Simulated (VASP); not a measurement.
# CuAu (P4/mmm) in VASP: further runs

CuAu is run at these levels: PBEsol; tasks: single point.

All numbers are computed with VASP 6.6.1; they aren't measurements. Logs are shortened: lines on timing, memory, paths and dates and some standing lists are left out, and cuts for length are marked.

**1. The cell of the first run**

Symmetry: P4/mmm, No. 123, tetragonal system. The conventional cell has a = 2.716 Å, b = 2.716 Å, c = 3.560 Å, α = 90.00°, β = 90.00°, γ = 90.00°. Within 3.6 Å of Cu (site symmetry 4/mmm) lie 8 Au at 2.62 Å and 6 Cu at 2.72 to 3.56 Å. Au (site symmetry 4/mmm) has 8 Cu at 2.62 Å and 6 Au at 2.72 to 3.56 Å within 3.6 Å.

**2. Single point, PBEsol (strain -0.030 along x and y, -0.030 along z)**

The input, INCAR:

```
SYSTEM = CuAu
ALGO     = Fast           ! electronic algorithm
EDIFF    = 1E-7           ! SCF threshold, eV
ENCUT    = 520            ! plane-wave cutoff, eV
GGA      = PS             ! functional
ISIF     = 2              ! what is computed and relaxed
ISMEAR   = 0              ! smearing method
LASPH    = .True.         ! aspherical terms in the spheres
LCHARG   = .True.         ! write CHGCAR
LELF     = .True.         ! ELF
LREAL    = .False.        ! projectors in reciprocal space
LVHAR    = .True.       
LWAVE    = .False.        ! write WAVECAR
NBANDS   = 18             ! bands
NELM     = 60             ! most SCF steps
PREC     = Accurate       ! precision mode
SIGMA    = 0.15           ! smearing width, eV
```

The input, KPOINTS:

```
k-points
0
Gamma
  18 18 14
  0 0 0
```

The input, POSCAR:

```
CuAu
1.0
    2.7160000000      0.0000000000      0.0000000000
    0.0000000000      2.7160000000      0.0000000000
    0.0000000000      0.0000000000      3.5599000000
Cu Au
1 1
Direct
    0.5000000000      0.5000000000      0.5000000000
    0.0000000000      0.0000000000      0.0000000000
```

Potentials or basis: VASP PAW PBE potentials, release 64 (Cu, Au).

Started as:

```bash
$ cat potpaw_PBE.64/Cu/POTCAR potpaw_PBE.64/Au/POTCAR > POTCAR
$ mpirun -np 1 vasp_std > vasp.out
```

OUTCAR:

```text
SYSTEM = CuAu
   EDIFF = 1E-7
   ENCUT = 520
   GGA = PS
   ISIF = 2
   ISMEAR = 0
   LASPH = .True.
   LREAL = .False.
   NELM = 60
   PREC = Accurate

 ion  position               nearest neighbor table
   1  0.500  0.500  0.500-   2 2.62   2 2.62   2 2.62   2 2.62   2 2.62   2 2.62   2 2.62   2 2.62

   2  0.000  0.000  0.000-   1 2.62   1 2.62   1 2.62   1 2.62   1 2.62   1 2.62   1 2.62   1 2.62

  LATTYP: Found a simple tetragonal cell.
 ALAT       =     2.7160000000
 C/A-ratio  =     1.3107142857

  Lattice vectors:

 A1 = (   2.7160000000,   0.0000000000,   0.0000000000)
 A2 = (   0.0000000000,   2.7160000000,   0.0000000000)
 A3 = (   0.0000000000,   0.0000000000,   3.5599000000)

Analysis of symmetry for initial positions (statically):
=====================================================================
 Subroutine PRICEL returns:
 Original cell was already a primitive cell.

 Routine SETGRP: Setting up the symmetry group for a
 simple tetragonal supercell.

 Subroutine GETGRP returns: Found 16 space group operations
 (whereof 16 operations were pure point group operations)
 out of a pool of 16 trial point group operations.

The static configuration has the point symmetry D_4h.

Analysis of symmetry for dynamics (positions and initial velocities):
=====================================================================
 Subroutine PRICEL returns:
 Original cell was already a primitive cell.

 Routine SETGRP: Setting up the symmetry group for a
 simple tetragonal supercell.

 Subroutine GETGRP returns: Found 16 space group operations
 (whereof 16 operations were pure point group operations)
 out of a pool of 16 trial point group operations.

The dynamic configuration has the point symmetry D_4h.

 Subroutine INISYM returns: Found 16 space group operations
 (whereof 16 operations are pure point group operations),
 and found     1 'primitive' translations

----------------------------------------------------------------------------------------

                                     Primitive cell

  volume of cell :      26.2602

  direct lattice vectors                    reciprocal lattice vectors
     2.716000000  0.000000000  0.000000000     0.368188513  0.000000000  0.000000000
     0.000000000  2.716000000  0.000000000     0.000000000  0.368188513  0.000000000
     0.000000000  0.000000000  3.559900000     0.000000000  0.000000000  0.280906767

  length of vectors
     2.716000000  2.716000000  3.559900000     0.368188513  0.368188513  0.280906767

  position of ions in fractional coordinates (direct lattice)
     0.500000000  0.500000000  0.500000000
     0.000000000  0.000000000  0.000000000

  ion indices of the primitive-cell ions
   primitive index   ion index
                 1           1
                 2           2

----------------------------------------------------------------------------------------

 KPOINTS: k-points

Automatic generation of k-mesh.
 Grid dimensions read from file:
 generate k-points for:   18   18   14

 Generating k-lattice:

  Cartesian coordinates                     Fractional coordinates (reciprocal lattice)
     0.020454917  0.000000000  0.000000000     0.055555556  0.000000000  0.000000000
     0.000000000  0.020454917  0.000000000     0.000000000  0.055555556  0.000000000
     0.000000000  0.000000000  0.020064769     0.000000000  0.000000000  0.071428571

  Length of vectors
     0.020454917  0.020454917  0.020064769

  Shift w.r.t. Gamma in fractional coordinates (k-lattice)
     0.000000000  0.000000000  0.000000000

 Subroutine IBZKPT returns following result:
 ===========================================

 Found    440 irreducible k-points:

 Following reciprocal coordinates:
            Coordinates               Weight
  0.000000  0.000000  0.000000      1.000000
  0.055556  0.000000  0.000000      4.000000
  0.111111  0.000000  0.000000      4.000000
  0.166667  0.000000  0.000000      4.000000
  0.222222  0.000000  0.000000      4.000000
  0.277778  0.000000  0.000000      4.000000
[... 16 lines left out ...]
  0.277778  0.111111  0.000000      8.000000
  0.333333  0.111111  0.000000      8.000000
 [... further k-points ...]
   k-points           NKPTS =    440   k-points in BZ     NKDIM =    440   number of bands    NBANDS=     18
   number of dos      NEDOS =    301   number of ions     NIONS =      2
   total plane-waves  NPLWV =  11200
   dimension x,y,z NGX =    20 NGY =   20 NGZ =   28
   dimension x,y,z NGXF=    40 NGYF=   40 NGZF=   56
   ions per type =               1   1
   NGX,Y,Z   is equivalent  to a cutoff of  12.24, 12.24, 13.08 a.u.
   NGXF,Y,Z  is equivalent  to a cutoff of  24.48, 24.48, 26.15 a.u.
 SYSTEM =  CuAu
   PREC   = accura    normal or accurate (medium, high low for compatibility)
   ISTART =      0    job   : 0-new  1-cont  2-samecut
   ICHARG =      2    charge: 1-file 2-atom 10-const
   ISPIN  =      1    spin polarized calculation?
   LNONCOLLINEAR =      F non collinear calculations
   LSORBIT =      F    spin-orbit coupling
   LASPH  =      T    aspherical Exc in radial PAW
   ENCUT  =  520.0 eV  38.22 Ry    6.18 a.u.   5.05  5.05  6.62*2*pi/ulx,y,z
   NELM   =     60;   NELMIN=  2; NELMDL= -5     # of ELM steps
   EDIFF  = 0.1E-06   stopping-criterion for ELM
   LREAL  =      F    real-space projection
   EDIFFG = 0.1E-05   stopping-criterion for IOM
   NSW    =      0    number of steps for IOM
   IBRION =     -1    ionic relax: 0-MD 1-quasi-New 2-CG
   NFREE  =      0    steps in history (QN), initial steepest desc. (CG)
   ISIF   =      2    stress and relaxation
   ISYM   =      2    0-nonsym 1-usesym 2-fastsym
   POTIM  = 0.5000    time-step for ionic-motion
   TEBEG  =    0.0;   TEEND  =   0.0 temperature during run
   PSTRESS=    0.0 pullay stress
   NELECT =      22.0000    total number of electrons
   NUPDOWN=      -1.0000    fix difference up-down
   EMIN   =  10.00;   EMAX   =-10.00  energy-range for DOS
   EFERMI =   0.00;   METHOD = LEGACY
   ISMEAR =     0;   SIGMA  =   0.15  broadening in eV -4-tet -1-fermi 0-gaus
   EFERMI_NEDOS =   21; number of points for ismear=-14 and -15
   IALGO  =     68    algorithm
   IMIX   =      4    mixing-type and parameters
     AMIX     =   0.40;   BMIX     =  1.00
     AMIX_MAG =   1.60;   BMIX_MAG =  1.00
  volume/ion in A,a.u.               =      13.13        88.61
  Fermi-wavevector in a.u.,A,eV,Ry     =   1.543299  2.916411 32.405954  2.381770
  Thomas-Fermi vector in A             =   2.648981
   LORBIT       =      0    0 simple, 1 ext, 2 COOP (PROOUT), +10 PAW based schemes
   GGA     = PS    functional components
   LHFCALC =     F    Hartree Fock is set to
   AEXX    =    0.0000 exact exchange contribution
   IVDW    =     0    specifies the selected vdW correction
   LEPSILON=     F    determine dielectric tensor
   LRPA    =     F    only Hartree local field effects (RPA)
 non-spin polarized calculation
 RMM-DIIS sequential band-by-band and
 Gauss-broadening in eV      SIGMA  =   0.15
  energy-cutoff  :      520.00
  volume of cell :       26.26
 maximum number of plane-waves:       724
   NGX = 11   NGY = 11   NGZ = 13

 number of electron      21.9999978 magnetization

 Free energy of the ion-electron system (eV)
  ---------------------------------------------------
  ext. energy  EPLUGINS =         0.00000000
  ---------------------------------------------------
  free energy    TOTEN  =        -8.25101879 eV

  energy without entropy =       -8.24397239  energy(sigma->0) =       -8.24749559

 E-fermi :  10.2105     XC(G=0): -13.4493

 val. band max:       10.1980841277   @ k =   0.3333   0.2778   0.4286
 cond. band min:      10.2125876395   @ k =   0.5000   0.0000   0.0714
 fundamental gap:      0.0145035118
 Fermi energy:        10.2104930662

 k-point     1 :       0.0000    0.0000    0.0000
  band No.  band energies     occupation
      1      -0.6813      2.00000
      2       2.6693      2.00000
      3       2.8392      2.00000
      4       5.6652      2.00000
      5       5.6652      2.00000
      6       6.9413      2.00000
[... 10 lines left out ...]
     17      27.8398      0.00000
     18      28.2075      0.00000

 k-point     2 :       0.0556    0.0000    0.0000
  band No.  band energies     occupation
      1      -0.6019      2.00000
      2       2.7143      2.00000
      3       2.8844      2.00000
      4       5.6145      2.00000
      5       5.6854      2.00000
      6       6.9057      2.00000
[... 10 lines left out ...]
     17      27.8014      0.00000
     18      28.7245      0.00000

 k-point     3 :       0.1111    0.0000    0.0000
  band No.  band energies     occupation
      1      -0.3686      2.00000
      2       2.8243      2.00000
      3       3.0404      2.00000
      4       5.4654      2.00000
      5       5.7455      2.00000
      6       6.8009      2.00000
[... 10 lines left out ...]
     17      27.9169      0.00000
     18      30.2472      0.00000

 k-point     4 :       0.1667    0.0000    0.0000
  band No.  band energies     occupation
      1       0.0032      2.00000
      2       2.9663      2.00000
      3       3.3245      2.00000
      4       5.2314      2.00000
      5       5.8427      2.00000
      6       6.6346      2.00000
[... 375 lines left out ...]
      4       4.9025      2.00000
      5       5.6862      2.00000
      6       6.1759      2.00000
[... 10 lines left out ...]
     17      27.8663      0.00000
     18      30.5834      0.00000

 k-point    23 :       0.2778    0.1111    0.0000
  band No.  band energies     occupation
      1       1.3414      2.00000
      2       3.5684      2.00000
      3       4.1584      2.00000
      4       4.5942      2.00000
      5       5.7073      2.00000
      6       5.9761      2.00000
[... 10 lines left out ...]
     17      26.8106      0.00000
     18      29.7829      0.00000

 k-point    24 :       0.3333    0.1111    0.0000
  band No.  band energies     occupation
      1       1.9133      2.00000
      2       3.7681      2.00000
      3       4.3116      2.00000
      4       4.4239      2.00000
      5       5.7142      2.00000
      6       5.8998      2.00000
[... 10 lines left out ...]
     17      25.5420      0.00000
     18      28.4228      0.00000

 [... further k-points ...]

------------------------ aborting loop because EDIFF is reached ----------------------------------------

  FORCE on cell =-STRESS in cart. coord.  units (eV):
  Direction    XX          YY          ZZ          XY          YZ          ZX
  --------------------------------------------------------------------------------------
  -------------------------------------------------------------------------------------
  Total        2.8520394      2.8520394      2.6281107      0.0000000     -0.0000000     -0.0000000
  in kB      174.0078257    174.0078257    160.3455472      0.0000000     -0.0000000     -0.0000000
  external PRESSURE =     169.4537329 kB  Pullay stress =       0.0000000 kB

 VOLUME and BASIS-vectors are now :
 -----------------------------------------------------------------------------
  energy-cutoff  :      520.00
  volume of cell :       26.26
      direct lattice vectors                 reciprocal lattice vectors
     2.716000000  0.000000000  0.000000000     0.368188513  0.000000000  0.000000000
     0.000000000  2.716000000  0.000000000     0.000000000  0.368188513  0.000000000
     0.000000000  0.000000000  3.559900000     0.000000000  0.000000000  0.280906767

 POSITION                                       TOTAL-FORCE (eV/Angst)
 -----------------------------------------------------------------------------------
      1.35800      1.35800      1.77995         0.000000      0.000000      0.000000
      0.00000      0.00000      0.00000         0.000000      0.000000      0.000000
 -----------------------------------------------------------------------------------
    total drift:                               -0.000000      0.000000      0.000000

  FREE ENERGIE OF THE ION-ELECTRON SYSTEM (eV)
  ---------------------------------------------------
  free  energy   TOTEN  =        -8.2510187935 eV

  energy  without entropy=       -8.2439723946  energy(sigma->0) =       -8.24749559
```

Run time: 1.9 min. Hardware: 1 thread of AMD EPYC 9R45 (Zen 5), shared host; peak memory 0.29 GiB.

Results:

* Free energy: -8.2510 eV
* Pressure: 16.9 GPa
* Band gap on the k mesh: zero (bands 11 and 12 overlap by 7.95 eV)

Stress tensor (GPa, compression positive):
```
17.40  0.00  0.00
 0.00 17.40  0.00
 0.00  0.00 16.03
```

Levels at points of the mesh, in eV from the Fermi level:
```
           k point  band 9  band 10  band 11  band 12  band 13  band 14
(0.00, 0.00, 0.00)   -1.85    -1.58    -1.58     1.87     8.96    10.35
(0.50, 0.00, 0.00)   -2.75    -2.51    -0.98     0.02     9.76    10.01
(0.50, 0.50, 0.00)   -1.47    -1.47     0.31     0.31     5.83     7.69
(0.00, 0.00, 0.50)   -2.71    -2.67    -2.67    -2.24    14.70    15.29
(0.50, 0.00, 0.50)   -1.75    -1.66    -1.56    -1.56     3.14     4.99
(0.50, 0.50, 0.50)   -1.83    -1.62     5.71     5.72     5.72     7.02
```

Caveat: the cell differs from its parent crystal (strain -0.030 along x and y, -0.030 along z); the cell stands under pressure; the PAW data sets were made with another functional, which shifts forces and pressure a little; spin-orbit coupling is left out, which moves the levels of the heavy elements.

(Part 1 of 2 ends here.)
